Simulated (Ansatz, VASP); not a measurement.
**KC in VASP and in Ansatz**

```xyz
2
Lattice="0.0000 3.2752 3.2752 3.2752 0.0000 3.2752 3.2752 3.2752 0.0000" Properties=species:S:1:pos:R:3 pbc="T T T"
K     3.2752    3.2752    3.2752
C     4.9128    4.9128    4.9128
```

Alike in both runs: functional PBE; k mesh 6 × 6 × 6; occupations gaussian, width 0.2 eV; no spin polarisation.

Ansatz relaxed the structure, and its values are those at the end. VASP's run is a single point on that final structure, the one shown.

|  | VASP | Ansatz |
| --- | --- | --- |
| version | VASP 6.6.1 | Ansatz 0.2.0 |
| potentials or method | VASP PAW PBE potentials, release 64 (K_sv, C), cutoff 600 eV | scalar-relativistic, plane waves, PAW |
| valence electrons in the cell | 13 | 13 |

|  | VASP | Ansatz | Ansatz less VASP |
| --- | --- | --- | --- |
| gap on the k mesh at the Fermi level (eV) | none | none | - |
| pressure (GPa) | 0.3 | 0.3 | -0.03 |

A gap of «none» marks a metal or a gap that the smearing closes.
